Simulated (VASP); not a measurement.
# SnO: single point with PBE+D3(BJ)

SnO, a slab with vacuum:

```
Sn O
1.0
     3.82015    0.00030    0.00000
    -0.00031    3.82015    0.00000
     0.00000    0.00000   22.22608
Sn O
4 4
Direct
  0.99995 0.99995 0.20246
  0.49995 0.49995 0.30878
  0.49995 0.87495 0.48875
  0.99995 0.37495 0.59507
  0.99995 0.49995 0.25562
  0.49995 0.99995 0.25562
  0.49994 0.37494 0.54191
  0.99994 0.87494 0.54191
```

```yaml
Program: VASP 6.6.1
Task: single point
Functional: PBE
Dispersion: D3(BJ)
Potentials_or_basis: VASP PAW PBE potentials, release 64 (Sn_d, O)
Cutoff: 520 eV
k_mesh: 7 × 7 × 1
Occupations: gaussian, width 0.05 eV
Spin: no spin polarisation
Dipole_correction: yes
Further_INCAR_settings: ALGO = Normal; EDIFF = 1e-06; NBANDS = 50
```

```
Largest force              : 0.102 eV/Å
Band gap on the k mesh     : 2.31 eV, indirect (least direct gap 2.52 eV)
Dispersion energy per atom : -0.157 eV
```

Forces in eV/Å, atoms in the order of the input:
```
Sn   0.000 -0.005 -0.080
Sn   0.000 -0.033  0.097
Sn   0.000  0.033 -0.097
Sn   0.000  0.005  0.080
O    0.000  0.010  0.008
O    0.000 -0.026  0.006
O    0.000  0.026 -0.006
O    0.000 -0.010 -0.008
```

Levels at points of the mesh, in eV from the valence-band top:
```csv
k point,band 38,band 39,band 40,band 41,band 42,band 43
"(0.00, 0.00, 0.00)",-2.00,-0.70,-0.03,2.49,2.81,2.81
```

Wall time 6 min on 1 thread of Intel Xeon 6975P-C, on a shared host, peak memory 0.45 GiB.

Caveat: spin-orbit coupling is left out, which moves the levels of the heavy elements.
